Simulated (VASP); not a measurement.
# Ta12F in VASP: single point with LDA

Aim: the single point of Ta12F with LDA.

Program: VASP 6.6.1. These are calculated values, not measurements. Logs are shortened: lines on timing, memory, paths and dates and some standing lists are left out, and cuts for length are marked.

**1. The cell of the first run**

The cell holds a slab with vacuum, 13 atoms: a = 5.634 Å, b = 5.634 Å, c = 21.444 Å, α = 90.00°, β = 90.00°, γ = 109.47°.

**2. Single point, LDA, collinear spin**

File INCAR:

```
SYSTEM = Ta12F
PREC = Accurate
ENCUT = 520
EDIFF = 1E-6
ISMEAR = 0
SIGMA = 0.1
LREAL = .FALSE.
LASPH = .TRUE.
NELM = 200
ALGO = Normal
ISIF = 2
LWAVE = .FALSE.
LCHARG = .TRUE.
ISPIN = 2
MAGMOM = 0 0 0 0 0 0 0 0 0 0 0 0 1
LORBIT = 11
LMAXMIX = 4
LDIPOL = .TRUE.
IDIPOL = 3
DIPOL = 0.5 0.5 0.313
GGA = CA
LVHAR = .TRUE.
LVACPOTAV = .TRUE.
NBANDS = 86
GGA_COMPAT = .FALSE.
NELMDL = -8
KPAR = 4
```

File KPOINTS:

```
regular mesh
0
G
  5 5 1
  0 0 0
```

File POSCAR:

```
Ta12F
1.0
    5.6341016702      0.0000000000      0.0000000000
   -1.8780338901      5.3118819959      0.0000000000
    0.0000000000      0.0000000000     21.4444204585
Ta F
12 1
Direct
    0.2500000000      0.2500000000      0.1865287060
    0.2500000000      0.7500000000      0.1865287060
    0.7500000000      0.2500000000      0.1865287060
    0.7500000000      0.7500000000      0.1865287060
    0.0000000000      0.0000000000      0.2901575821
    0.0000000000      0.5000000000      0.2901575821
    0.5000000000      0.0000000000      0.2901575821
    0.5000000000      0.5000000000      0.2901575821
    0.2500000000      0.2500000000      0.3937817054
    0.2500000000      0.7500000000      0.3937817054
    0.7500000000      0.2500000000      0.3937817054
    0.7500000000      0.7500000000      0.3937817054
    0.5000000000      0.5000000000      0.5817093767
```

Potentials or basis: VASP PAW LDA potentials, release 64 (Ta_pv, F).

The run is started by

```
$ cat potpaw_LDA.64/Ta_pv/POTCAR potpaw_LDA.64/F/POTCAR > POTCAR
$ mpirun -np 4 vasp_std > vasp.out
```

OUTCAR:

```text
SYSTEM = Ta12F
   PREC = Accurate
   ENCUT = 520
   EDIFF = 1E-6
   ISMEAR = 0
   LREAL = .FALSE.
   LASPH = .TRUE.
   NELM = 200
   ISIF = 2
   ISPIN = 2
   LORBIT = 11
   GGA = CA
   NELMDL = -8

 ion  position               nearest neighbor table
   1  0.250  0.250  0.187-   5 2.75   8 2.75   3 2.82   3 2.82   2 2.82   2 2.82   7 3.20   6 3.20
                             4 3.25   4 3.25
   2  0.250  0.750  0.187-   6 2.75   7 2.75   4 2.82   4 2.82   1 2.82   1 2.82   5 3.20   8 3.20
                             3 3.25   3 3.25
   3  0.750  0.250  0.187-   6 2.75   7 2.75   1 2.82   1 2.82   4 2.82   4 2.82   5 3.20   8 3.20
                             2 3.25   2 3.25
   4  0.750  0.750  0.187-   5 2.75   8 2.75   2 2.82   2 2.82   3 2.82   3 2.82   7 3.20   6 3.20
                             1 3.25   1 3.25
   5  0.000  0.000  0.290-   9 2.75  12 2.75   1 2.75   4 2.75   7 2.82   7 2.82   6 2.82   6 2.82
                            11 3.20  10 3.20   3 3.20   2 3.20   8 3.25   8 3.25
   6  0.000  0.500  0.290-  10 2.75  11 2.75   2 2.75   3 2.75   8 2.82   8 2.82   5 2.82   5 2.82
                             9 3.20  12 3.20   1 3.20   4 3.20   7 3.25   7 3.25
   7  0.500  0.000  0.290-  10 2.75  11 2.75   2 2.75   3 2.75   5 2.82   5 2.82   8 2.82   8 2.82
                             9 3.20  12 3.20   1 3.20   4 3.20   6 3.25   6 3.25
   8  0.500  0.500  0.290-   9 2.75  12 2.75   1 2.75   4 2.75   6 2.82   6 2.82   7 2.82   7 2.82
                            11 3.20  10 3.20   3 3.20   2 3.20   5 3.25   5 3.25
   9  0.250  0.250  0.394-   5 2.75   8 2.75  11 2.82  11 2.82  10 2.82  10 2.82   7 3.20   6 3.20
                            12 3.25  12 3.25
  10  0.250  0.750  0.394-   6 2.75   7 2.75  12 2.82  12 2.82   9 2.82   9 2.82   5 3.20   8 3.20
                            11 3.25  11 3.25
  11  0.750  0.250  0.394-   6 2.75   7 2.75   9 2.82   9 2.82  12 2.82  12 2.82   5 3.20   8 3.20
                            10 3.25  10 3.25
  12  0.750  0.750  0.394-   5 2.75   8 2.75  10 2.82  10 2.82  11 2.82  11 2.82   7 3.20   6 3.20
                             9 3.25   9 3.25
  13  0.500  0.500  0.582-

  LATTYP: Found a base centered orthorhombic cell.
 ALAT       =     6.5057002319
 B/A-ratio  =     1.4142135624
 C/A-ratio  =     3.2962509329

  Lattice vectors:

 A1 = (   5.6341016702,   0.0000000000,   0.0000000000)
 A2 = (  -1.8780338901,   5.3118819959,   0.0000000000)
 A3 = (   0.0000000000,   0.0000000000,  21.4444204585)

Analysis of symmetry for initial positions (statically):
=====================================================================
 Subroutine PRICEL returns:
 Original cell was already a primitive cell.

 Routine SETGRP: Setting up the symmetry group for a
 base centered orthorhombic supercell.

 Subroutine GETGRP returns: Found  4 space group operations
 (whereof  4 operations were pure point group operations)
 out of a pool of  8 trial point group operations.

The static configuration has the point symmetry C_2v.

Analysis of symmetry for dynamics (positions and initial velocities):
=====================================================================
 Subroutine PRICEL returns:
 Original cell was already a primitive cell.

 Routine SETGRP: Setting up the symmetry group for a
 base centered orthorhombic supercell.

 Subroutine GETGRP returns: Found  4 space group operations
 (whereof  4 operations were pure point group operations)
 out of a pool of  8 trial point group operations.

The dynamic configuration has the point symmetry C_2v.

Analysis of structural, dynamic, and magnetic symmetry:
=====================================================================
 Subroutine PRICEL returns:
 Original cell was already a primitive cell.

 Routine SETGRP: Setting up the symmetry group for a
 base centered orthorhombic supercell.

 Subroutine GETGRP returns: Found  4 space group operations
 (whereof  4 operations were pure point group operations)
 out of a pool of  8 trial point group operations.

The overall configuration has the point symmetry C_2v.

 Subroutine INISYM returns: Found  4 space group operations
 (whereof  4 operations are pure point group operations),
 and found     1 'primitive' translations

----------------------------------------------------------------------------------------

[... 109 lines left out ...]
   NELECT =     139.0000    total number of electrons
   NUPDOWN=      -1.0000    fix difference up-down
   EMIN   =  10.00;   EMAX   =-10.00  energy-range for DOS
   EFERMI =   0.00;   METHOD = LEGACY
   ISMEAR =     0;   SIGMA  =   0.10  broadening in eV -4-tet -1-fermi 0-gaus
   EFERMI_NEDOS =   21; number of points for ismear=-14 and -15
   IALGO  =     38    algorithm
   IMIX   =      4    mixing-type and parameters
     AMIX     =   0.40;   BMIX     =  1.00
     AMIX_MAG =   1.60;   BMIX_MAG =  1.00
  volume/ion in A,a.u.               =      49.37       333.15
  Fermi-wavevector in a.u.,A,eV,Ry     =   0.983144  1.857873 13.151022  0.966573
  Thomas-Fermi vector in A             =   2.114280
   LORBIT       =     11    0 simple, 1 ext, 2 COOP (PROOUT), +10 PAW based schemes
   GGA     = CA    functional components
   LHFCALC =     F    Hartree Fock is set to
   AEXX    =    0.0000 exact exchange contribution
   IVDW    =     0    specifies the selected vdW correction
   LEPSILON=     F    determine dielectric tensor
   LRPA    =     F    only Hartree local field effects (RPA)
 spin polarized calculation
 Gauss-broadening in eV      SIGMA  =   0.10
  energy-cutoff  :      520.00
  volume of cell :      641.78
 maximum number of plane-waves:     17318
 NGX is ok and might be reduce to    42
   NGX = 21   NGY = 21   NGZ = 79

 dipolmoment           0.000000      0.000000     -0.131810 electrons x Angstroem

 number of electron     138.9999984 magnetization       0.0003940

 number of electron     138.9999985 magnetization      -0.0016000

 dipolmoment           0.000000      0.000000      0.746897 electrons x Angstroem

 Free energy of the ion-electron system (eV)
  ---------------------------------------------------
  ext. energy  EPLUGINS =         0.00000000
  ---------------------------------------------------
  free energy    TOTEN  =      -145.46983802 eV

  energy without entropy =     -145.33807705  energy(sigma->0) =     -145.40395754

 E-fermi :  -2.5165     XC(G=0):  -5.4983

 val. band max:       -2.5171525742   @ k =  -0.2000   0.2000   0.0000
 cond. band min:      -2.5164080423   @ k =  -0.2000   0.2000   0.0000
 fundamental gap:      0.0007445319
 Fermi energy:        -2.5165382994

 spin component 1

 k-point     1 :       0.0000    0.0000    0.0000
  band No.  band energies     occupation
      1     -36.9382      1.00000
      2     -36.9355      1.00000
      3     -36.9215      1.00000
      4     -36.8763      1.00000
      5     -36.8228      1.00000
      6     -36.8119      1.00000
[... 745 lines left out ...]
     80      -1.0940      0.00000
     81      -0.9939      0.00000
 Fermi energy:        -2.5165382994

 spin component 2

 k-point     1 :       0.0000    0.0000    0.0000
  band No.  band energies     occupation
      1     -36.9382      1.00000
      2     -36.9355      1.00000
      3     -36.9216      1.00000
      4     -36.8763      1.00000
      5     -36.8228      1.00000
      6     -36.8119      1.00000
[... 745 lines left out ...]
     80      -1.0940      0.00000
     81      -0.9940      0.00000
 [bands above 81 left out]

------------------------ aborting loop because EDIFF is reached ----------------------------------------

  FORCE on cell =-STRESS in cart. coord.  units (eV):
  Direction    XX          YY          ZZ          XY          YZ          ZX
  --------------------------------------------------------------------------------------
  -------------------------------------------------------------------------------------
  Total      -11.9163365    -11.1075585     -2.0769163      1.1437848      0.0000000      0.0000000
  in kB      -29.7485586    -27.7294834     -5.1849211      2.8554035      0.0000000      0.0000000
  external PRESSURE =     -20.8876544 kB  Pullay stress =       0.0000000 kB

 VOLUME and BASIS-vectors are now :
 -----------------------------------------------------------------------------
  energy-cutoff  :      520.00
  volume of cell :      641.78
      direct lattice vectors                 reciprocal lattice vectors
     5.634101670  0.000000000  0.000000000     0.177490585  0.062752398  0.000000000
    -1.878033890  5.311881996  0.000000000     0.000000000  0.188257194  0.000000000
     0.000000000  0.000000000 21.444420459     0.000000000  0.000000000  0.046632177

 POSITION                                       TOTAL-FORCE (eV/Angst)
 -----------------------------------------------------------------------------------
      0.93902      1.32797      4.00000        -0.008883     -0.012563     -0.089805
     -0.00000      3.98391      4.00000        -0.000193      0.000137     -0.084671
      3.75607      1.32797      4.00000         0.000193     -0.000137     -0.084671
      2.81705      3.98391      4.00000         0.008883      0.012563     -0.089805
      0.00000      0.00000      6.22226         0.000000      0.000000      0.011830
     -0.93902      2.65594      6.22226         0.000000      0.000000      0.064378
      2.81705      0.00000      6.22226         0.000000      0.000000      0.064378
      1.87803      2.65594      6.22226         0.000000      0.000000      0.091210
      0.93902      1.32797      8.44442        -0.005725     -0.008097      0.261911
     -0.00000      3.98391      8.44442        -0.037395      0.026442      0.172396
      3.75607      1.32797      8.44442         0.037395     -0.026442      0.172396
      2.81705      3.98391      8.44442         0.005725      0.008097      0.261911
      1.87803      2.65594     12.47442         0.000000      0.000000     -0.751456
 -----------------------------------------------------------------------------------
    total drift:                               -0.000000     -0.000000     -0.001842

  FREE ENERGIE OF THE ION-ELECTRON SYSTEM (eV)
  ---------------------------------------------------
  free  energy   TOTEN  =      -145.4698380232 eV

  energy  without entropy=     -145.3380770473  energy(sigma->0) =     -145.40395754

 vacuum level on the upper side and lower side of the slab         7.026         2.507

 total charge

# of ion       s       p       d       tot
------------------------------------------
    1        0.389   6.099   2.467   8.955
    2        0.389   6.099   2.467   8.955
    3        0.389   6.099   2.467   8.955
    4        0.389   6.099   2.467   8.955
    5        0.389   6.199   2.498   9.086
    6        0.389   6.198   2.497   9.085
    7        0.389   6.198   2.497   9.085
    8        0.390   6.198   2.498   9.085
    9        0.388   6.093   2.471   8.952
   10        0.389   6.092   2.473   8.955
   11        0.389   6.092   2.473   8.955
   12        0.388   6.093   2.471   8.952
   13        1.741   4.118   0.000   5.859
--------------------------------------------------
tot          6.410  77.678  29.746 113.834

 magnetization (x)

# of ion       s       p       d       tot
------------------------------------------
    1       -0.000  -0.000   0.000  -0.000
    2        0.000  -0.000  -0.000  -0.000
    3        0.000  -0.000  -0.000  -0.000
    4       -0.000  -0.000   0.000  -0.000
    5       -0.000  -0.000   0.000   0.000
    6       -0.000  -0.000  -0.000  -0.000
    7       -0.000  -0.000  -0.000  -0.000
    8       -0.000  -0.000  -0.000  -0.000
    9       -0.000  -0.000  -0.000  -0.000
   10       -0.000  -0.000  -0.000  -0.000
   11       -0.000  -0.000  -0.000  -0.000
   12       -0.000  -0.000  -0.000  -0.000
   13       -0.000   0.001   0.000   0.001
--------------------------------------------------
tot         -0.000   0.001  -0.000   0.001
```

It took 46 min on 4 MPI ranks of Intel Xeon Platinum 8259CL at 2.50GHz (Skylake/Cascade Lake), shared host; peak memory 1 GiB.

Results:

| Quantity | Value |
| --- | --- |
| Free energy | -145.4698 eV |
| Largest force | 0.751 eV/Å |
| Net moment | 0.00 μB per cell |
| Valence electrons inside the program's atomic spheres | Ta 8.96, 9.09, 8.95 (each value once); F 5.86 |

Forces on the atoms (eV/Å):
```
Ta  -0.009 -0.013 -0.090
Ta   0.000  0.000 -0.085
Ta   0.000  0.000 -0.085
Ta   0.009  0.013 -0.090
Ta   0.000  0.000  0.012
Ta   0.000  0.000  0.064
Ta   0.000  0.000  0.064
Ta   0.000  0.000  0.091
Ta  -0.006 -0.008  0.262
Ta  -0.037  0.026  0.172
Ta   0.037 -0.026  0.172
Ta   0.006  0.008  0.262
F    0.000  0.000 -0.751
```

Levels at points of the mesh, in eV from the Fermi level:
Spin up:
```
           k point  band 67  band 68  band 69  band 70  band 71  band 72
(0.00, 0.00, 0.00)     0.09     0.19     0.55     0.72     0.74     1.00
```
Spin down:
| k point | band 67 | band 68 | band 69 | band 70 | band 71 | band 72 |
| --- | --- | --- | --- | --- | --- | --- |
| (0.00, 0.00, 0.00) | 0.09 | 0.19 | 0.55 | 0.72 | 0.74 | 1.00 |

Caveat: spin-orbit coupling is left out, which moves the levels of the heavy elements.
